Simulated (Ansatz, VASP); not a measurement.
**One calculation of Na2Al2O, two programs**

```
CELL_PARAMETERS angstrom
4.35437 0.00000 0.00000
-2.17718 3.77099 0.00000
0.00000 0.00000 6.82152
ATOMIC_POSITIONS crystal
Na 0.33333 0.66667 0.15706
Na 0.66667 0.33333 0.15706
Al 0.33333 0.66667 0.65699
Al 0.66667 0.33333 0.65699
O 0.00000 0.00000 0.15700
```

Alike in both runs: functional PBE; k mesh 6 × 6 × 4; occupations gaussian, width 0.1 eV; no spin polarisation.

Ansatz relaxed the structure, and its values are those at the end. VASP's run is a single point on that final structure, the one shown.

|  | VASP | Ansatz |
| --- | --- | --- |
| version | VASP 6.6.1 | Ansatz 0.2.0 |
| potentials or method | VASP PAW PBE potentials, release 64 (Na_pv, Al, O), cutoff 520 eV | scalar-relativistic, plane waves, PAW |
| valence electrons in the cell | 26 | 30 |

```tsv
	VASP	Ansatz	Ansatz less VASP
gap on the k mesh at the Fermi level (eV)	none	none	-
pressure (GPa)	0.1	0.1	0.00
```

A gap of «none» marks a metal or a gap that the smearing closes. VASP's potentials hold 26 valence electrons a cell and Ansatz's 30, so a difference there can come from the potentials and not from the codes.
